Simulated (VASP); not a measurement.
Runs of VASP 6.6.1 on BaTiO3. The structure is that of space group Pm-3m (No. 221), or close to it. The cells are those of the table. 

```tsv
cell	gap on the mesh (eV)	pressure (GPa)
a = 3.994 Å, 5 atoms	2.16	1.9
a = 3.940 Å, 5 atoms	2.25	10.3
a = 4.047 Å, 5 atoms	(c)	(a)
a = 4.020 Å, 5 atoms	2.11	-1.6
a = 3.967 Å, 5 atoms	(b)	5.9
```

Alike in all rows: task single point; level r2SCAN; potentials or basis VASP PAW PBE potentials, release 64 (Ba_sv, Ti_sv, O_h); no spin polarisation; k mesh 6 × 6 × 6; cutoff (eV) 1480; smearing gaussian 0.05 eV.

Q: Estimate the missing entries.

A: (a) -4.8; (b) 2.21; (c) 2.06.

Caveats: the PAW data sets were made with another functional, which shifts forces and pressure a little; spin-orbit coupling is left out, which moves the levels of the heavy elements; the cell stands under pressure (at least some runs); the cell stands under tension (at least some runs).

A k mesh can miss the band edges, and the runs leave out spin-orbit coupling on Ba.
